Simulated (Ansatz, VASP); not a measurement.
Os in VASP and in Ansatz

The input INCAR:

```
SYSTEM = Os
  PREC = Accurate
  ENCUT = 560
  EDIFF = 1E-6
  ISMEAR = -1
  SIGMA = 0.06802846561497
  LREAL = .False.
  LASPH = .True.
  NELM = 120
  ALGO = Normal
  ISIF = 2
  LWAVE = .False.
  LCHARG = .False.
  GGA = PE
  NBANDS = 23
  GGA_COMPAT = .False.
```

File KPOINTS:

```
regular mesh
0
Gamma
  7 1 1
  0 0 0
```

Contents of POSCAR:

```
Os
1.0
    2.7461342319      0.0000000000      0.0000000000
   -1.3730671160      2.3782220070      0.0000000000
    0.0000000000      0.0000000000      4.3263142200
Os
2
Direct
    0.3296037188      0.6781986511      0.2521743198
    0.6666038559      0.3369362538      0.7395298906
```

Input for Ansatz:

```yaml
crystal:
  lattice:
    - [2.7461342319, 0.0, 0.0]
    - [-1.373067116, 2.378222007, 0.0]
    - [0.0, 0.0, 4.32631422]
  atoms:
    - { symbol: Os, position: [0.3296037188, 0.6781986511, 0.2521743198] }
    - { symbol: Os, position: [0.6666038559, 0.3369362538, 0.7395298906] }
basis:
  ecutwfc: 420
kpoints:
  mp_grid: { grid: [7, 1, 1] }
  band_path: { path: [[0, 0, 0], [0.5, 0, 0], [0.5, 0.5, 0.5]], npoints: 4 }
hamiltonian:
  xc: pbe
scf:
  occupations: { method: fermi_dirac, width: "0.005 Ry" }
output:
  forces: true
  stress: true
  eigenvalues: true
```

Alike in both runs: task single point; functional PBE; k mesh 7 × 1 × 1; no spin polarisation.

|  | VASP | Ansatz |
| --- | --- | --- |
| version | VASP 6.6.1 | Ansatz 0.2.0 |
| potentials or method | VASP PAW PBE potentials, release 64 (Os_sv_GW), cutoff 560 eV | scalar-relativistic, plane waves, PAW |
| occupations | fermi-dirac, width 0.0680285 eV | fermi-dirac |
| valence electrons in the cell | 32 | 32 |

```tsv
	VASP	Ansatz	Ansatz less VASP
gap on the k mesh at the Fermi level (eV)	none	none	-
pressure (GPa)	12.7	14.1	+1.37
traceless stress, the component that is largest in VASP (GPa)	12.79	12.65	-0.141
rms of the force components (eV/Å)	0.881	0.883	+0.0021
```

Atom by atom the forces differ by 0.006 eV/Å (rms over components). A gap of «none» marks a metal or a gap that the smearing closes.

The k mesh is coarse, so the values compare programs but aren't converged. Neither program's run includes spin-orbit coupling.
